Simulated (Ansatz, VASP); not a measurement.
## BN: VASP beside Ansatz

The input INCAR:

```
SYSTEM = BN
PREC = Accurate
ENCUT = 520
EDIFF = 1E-6
ISMEAR = 0
SIGMA = 0.05
LREAL = .FALSE.
LASPH = .TRUE.
NELM = 80
ALGO = Normal
ISIF = 2
LWAVE = .FALSE.
LCHARG = .FALSE.
GGA = PE
IVDW = 12
NBANDS = 16
```

Contents of KPOINTS:

```
Automatic mesh
0
G
  12 12 4
  0 0 0
```

The input POSCAR:

```
BN
1.0
    2.5061233057      0.0000000000      0.0000000000
   -1.2530616528      2.1703664477      0.0000000000
    0.0000000000      0.0000000000      6.5973571420
B N
2 2
Direct
   -0.0663482428     -0.1326964856      0.4563461559
    0.3333333333      0.6666666667      0.0000000000
    0.0000000000      0.0000000000      0.0000000000
    0.6666666667      0.3333333333      0.5000000000
```

Input for Ansatz:

```yaml
crystal:
  lattice:
    - [2.5061233057, 0.0, 0.0]
    - [-1.2530616528, 2.1703664477, 0.0]
    - [0.0, 0.0, 6.597357142]
  atoms:
    - { symbol: B, position: [-0.0663482428, -0.1326964856, 0.4563461559] }
    - { symbol: B, position: [0.3333333333, 0.6666666667, 0.0] }
    - { symbol: "N", position: [0.0, 0.0, 0.0] }
    - { symbol: "N", position: [0.6666666667, 0.3333333333, 0.5] }
basis:
  ecutwfc: 420
kpoints:
  mp_grid: { grid: [12, 12, 4] }
hamiltonian:
  xc: pbe
  dispersion: d3bj
scf:
  occupations: { method: gaussian, width: 0.05 }
output:
  forces: true
  stress: true
  eigenvalues: true
```

Alike in both runs: task single point; functional PBE; dispersion D3(BJ); k mesh 12 × 12 × 4; occupations gaussian, width 0.05 eV; no spin polarisation.

```csv
,VASP,Ansatz
version,VASP 6.6.1,Ansatz 0.2.0
potentials or method,"VASP PAW PBE potentials, release 64 (B, N), cutoff 520 eV","scalar-relativistic, plane waves, PAW"
valence electrons in the cell,16,16
```

```tsv
	VASP	Ansatz	Ansatz less VASP
gap on the k mesh at the Fermi level (eV)	1.42	1.42	+0.004
least direct gap on the mesh (eV)	2.69	2.70	+0.004
pressure (GPa)	16.1	16.0	-0.09
traceless stress, the component that is largest in VASP (GPa)	34.79	34.49	-0.295
rms of the force components (eV/Å)	6.740	6.711	-0.0286
```

Atom by atom the forces differ by 0.029 eV/Å (rms over components).
